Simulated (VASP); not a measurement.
The system is Mo8S15O (a cell with a defect).

```
Mo O S
1.0
     6.33800    0.00000    0.00000
    -3.16900    5.48887    0.00000
     0.00000    0.00000   12.32400
Mo O S
8 1 15
Direct
  0.16667 0.33333 0.24972
  0.16672 0.83336 0.25023
  0.66664 0.33328 0.25023
  0.66664 0.83336 0.25023
  0.32800 0.17200 0.74693
  0.32800 0.65600 0.74693
  0.84400 0.17200 0.74693
  0.83333 0.66667 0.74615
  0.16667 0.33333 0.65773
  0.16707 0.83354 0.61969
  0.66646 0.33293 0.61969
  0.66646 0.83354 0.61969
  0.33358 0.16642 0.12335
  0.33358 0.66717 0.12335
  0.83283 0.16642 0.12335
  0.83333 0.66667 0.12339
  0.16667 0.33333 0.88003
  0.17080 0.83540 0.87161
  0.66460 0.32920 0.87161
  0.66460 0.83540 0.87161
  0.33291 0.16709 0.37687
  0.33291 0.66583 0.37687
  0.83417 0.16709 0.37687
  0.83333 0.66667 0.37691
```

Base run:

| Item | Value |
| --- | --- |
| Program | VASP 6.6.1 |
| Functional | r2SCAN |
| Potentials or basis | VASP PAW PBE potentials, release 64 (Mo_sv, O, S) |
| Cutoff | 520 eV |
| k mesh | 4 × 4 × 2 |
| Occupations | fermi-dirac, width 0.01 eV |
| Spin | no spin polarisation |

Its results: band gap on the k mesh 0.95 eV; pressure -0.6 GPa; largest force 0.194 eV/Å.

Question: The run is repeated on the same cell with these changes: functional from r2SCAN to PBE; further incar settings from LREAL = Auto; ALGO = Normal; EDIFF = 1e-08; NBANDS = 122 to LREAL = Auto; ALGO = Normal; EDIFF = 1e-06; NBANDS = 122. What comes out?

Answer: Band gap on the k mesh 0.88 eV; pressure 0.6 GPa; largest force 0.049 eV/Å.

Caveats: the PAW data sets were made with another functional, which shifts forces and pressure a little (at least some runs).

A k mesh can miss the band edges.
